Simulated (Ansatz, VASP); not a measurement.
**Two plane-wave programs on AlGa3N4**

File INCAR:

```
SYSTEM = AlGa3N4
  ALGO = Normal
  EDIFF = 1E-6
  ENCUT = 520
  ISIF = 2
  ISMEAR = 0
  LASPH = .True.
  LCHARG = .False.
  LREAL = .False.
  LWAVE = .False.
  NBANDS = 41
  NELM = 60
  PREC = Accurate
  SIGMA = 0.05
```

The input KPOINTS:

```
k-points
0
Gamma
  6 6 6
  0 0 0
```

POSCAR

```
AlGa3N4
1.0
    4.6145014106      0.2878655087      0.2878655087
    0.2878655087      4.6145014106      0.2878655087
    0.2878655087      0.2878655087      4.6145014106
Al Ga N
1 3 4
Direct
    0.0000000000      0.0000000000      0.0000000000
    0.5000000000      0.5000000000      0.0000000000
    0.5000000000      0.0000000000      0.5000000000
    0.0000000000      0.5000000000      0.5000000000
    0.7548078379      0.7548078379      0.2451921621
    0.7548078379      0.2451921621      0.7548078379
    0.2451921621      0.7548078379      0.7548078379
    0.2451921621      0.2451921621      0.2451921621
```

Input for Ansatz:

```yaml
crystal:
  lattice:
    - [4.6145014106, 0.2878655087, 0.2878655087]
    - [0.2878655087, 4.6145014106, 0.2878655087]
    - [0.2878655087, 0.2878655087, 4.6145014106]
  atoms:
    - { symbol: Al, position: [0.0, 0.0, 0.0] }
    - { symbol: Ga, position: [0.5, 0.5, 0.0] }
    - { symbol: Ga, position: [0.5, 0.0, 0.5] }
    - { symbol: Ga, position: [0.0, 0.5, 0.5] }
    - { symbol: "N", position: [0.7548078379, 0.7548078379, 0.2451921621] }
    - { symbol: "N", position: [0.7548078379, 0.2451921621, 0.7548078379] }
    - { symbol: "N", position: [0.2451921621, 0.7548078379, 0.7548078379] }
    - { symbol: "N", position: [0.2451921621, 0.2451921621, 0.2451921621] }
basis:
  ecutwfc: 520.0
kpoints:
  mp_grid: { grid: [6, 6, 6] }
hamiltonian:
  xc: lda
  pseudopotentials: { kind: paw, azcp: { folder: soft_1 } }
scf:
  occupations: { method: gaussian, width: 0.05 }
output:
  forces: true
  stress: true
  eigenvalues: true
  write_density: true
  write_potential: true
  elf: true
  volumetric_format: npy
```

Alike in both runs: task single point; functional LDA; k mesh 6 × 6 × 6; occupations gaussian, width 0.05 eV; no spin polarisation.

|  | VASP | Ansatz |
| --- | --- | --- |
| version | VASP 6.6.1 | Ansatz 0.2.0 |
| potentials or method | VASP PAW LDA potentials, release 64 (Al, Ga_d, N), cutoff 520 eV | scalar-relativistic, plane waves, PAW |
| valence electrons in the cell | 62 | 62 |

Ansatz gave:

| Quantity | Value |
| --- | --- |
| gap on the k mesh at the Fermi level (eV) | 0.67 |
| least direct gap on the mesh (eV) | 0.67 |
| pressure (GPa) | -11.5 |
| traceless stress, the component that is largest in VASP (GPa) | -15.46 |
| rms of the force components (eV/Å) | 0.128 |

Which values does VASP return?

gap on the k mesh at the Fermi level (eV): 0.66; least direct gap on the mesh (eV): 0.66; pressure (GPa): -10.8; traceless stress, the component that is largest in VASP (GPa): -15.73; rms of the force components (eV/Å): 0.102.

Ansatz warns that its potentials were made for another functional, while VASP's fit it. LDA's correlation is that of Perdew and Zunger in VASP and of Perdew and Wang (1992) in Ansatz. Atom by atom the forces differ by 0.032 eV/Å (rms over components).
